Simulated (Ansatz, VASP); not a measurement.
Two plane-wave programs on Sc3S5

```xyz
16
Lattice="2.5591 -6.2980 0.0000 2.5591 6.2980 0.0000 0.0000 0.0000 11.4596" Properties=species:S:1:pos:R:3 pbc="T T T"
Sc    2.5591    4.3440   10.7822
Sc    2.5591    4.3440    6.4071
Sc    2.5591   -3.7300    8.5947
Sc    2.5591   -4.3440    0.6774
Sc    2.5591   -4.3440    5.0524
Sc    2.5591    3.7300    2.8649
S     2.5591   -5.8628    9.9939
S     2.5591   -2.2524   10.6625
S     2.5591   -5.8628    7.1955
S     2.5591   -2.2524    6.5268
S     2.5591    5.8628    1.4657
S     2.5591    2.2524    0.7971
S     2.5591    5.8628    4.2641
S     2.5591    2.2524    4.9327
S     2.5591    3.0137    8.5947
S     2.5591   -3.0137    2.8649
```

Alike in both runs: functional PBE; k mesh 4 × 4 × 2; occupations gaussian, width 0.2 eV; no spin polarisation.

Ansatz relaxed the structure, and its values are those at the end. VASP's run is a single point on that final structure, the one shown.

|  | VASP | Ansatz |
| --- | --- | --- |
| version | VASP 6.6.1 | Ansatz 0.2.0 |
| potentials or method | VASP PAW PBE potentials, release 64 (Sc_sv, S), cutoff 520 eV | scalar-relativistic, plane waves, PAW |
| valence electrons in the cell | 126 | 126 |

```tsv
	VASP	Ansatz	Ansatz less VASP
gap on the k mesh at the Fermi level (eV)	none	none	-
pressure (GPa)	0.5	0.4	-0.14
rms of the force components (eV/Å)	0.014	0.019	+0.0045
```

A gap of «none» marks a metal or a gap that the smearing closes. With one functional, cell and mesh, what is left measures potentials, basis and numerics.
